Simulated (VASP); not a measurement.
Write the native input for VASP 6.6.1 that does the following.

```
Task                                : relaxation of the atoms
Functional                          : PBE
Potentials or basis                 : VASP PAW PBE potentials, release 64 (Mo_sv, C)
Cutoff                              : 520 eV
k mesh                              : 6 × 6 × 1
Occupations                         : gaussian, width 0.1 eV
Spin                                : no spin polarisation
Dipole correction                   : yes
Atoms held fixed (from 0)           : [0, 1, 2, 3, 4, 5]
Further INCAR settings              : ALGO = Normal; EDIFF = 1e-06; IBRION = 2; EDIFFG = -0.025; NSW = 36
Atoms held along some axes (from 0) : atom 6 along a and b
```

The structure of Mo6C lies in POSCAR:

```
Mo6C
1.0
    4.4695765307      0.0000000000      0.0000000000
   -2.2347882654      3.8707668198      0.0000000000
    0.0000000000      0.0000000000     19.7595667350
Mo C
6 1
Selective dynamics
Direct
    0.6666666667      0.3333333333      0.2024335884  F F F
    0.3333333333      0.6666666667      0.2486060831  F F F
    0.0000000000      0.0000000000      0.2947785777  F F F
    0.6666666667      0.3333333333      0.3368821116  F F F
    0.3333333333      0.6666666667      0.3779725564  F F F
    0.0000000000      0.0000000000      0.4180034333  F F F
    0.6666666667      0.3333333333      0.4313117309  F F T
```

One way to write it, as run:

INCAR

```
  ALGO = Normal
  DIPOL = 0.5 0.5 0.330
  EDIFF = 1E-6
  EDIFFG = -0.025
  ENCUT = 520
  GGA = PE
  IBRION = 2
  IDIPOL = 3
  ISIF = 2
  ISMEAR = 0
  LASPH = True
  LCHARG = False
  LDIPOL = True
  LREAL = False
  LWAVE = False
  NELM = 80
  NSW = 36
  PREC = Accurate
  SIGMA = 0.1
```

KPOINTS

```
k-points
0
Gamma
  6 6 1
```

Potentials or basis: VASP PAW PBE potentials, release 64 (Mo_sv, C).

Run with:

```bash
$ cat potpaw_PBE.64/Mo_sv/POTCAR potpaw_PBE.64/C/POTCAR > POTCAR
$ mpirun -np 1 vasp_std > vasp.out
```

Results of the run:

```yaml
Energy_gained_by_relaxing: 14.8 meV/atom
Ionic_steps: 2
Band_gap_on_the_k_mesh: zero (bands 44 and 45 overlap by 0.19 eV)
```

Run time: 14 min on 1 thread of Intel(R) Xeon(R) Platinum 8259CL CPU @ 2.50GHz (Skylake/Cascade Lake), with other jobs on the host, peak memory 0.52 GiB.
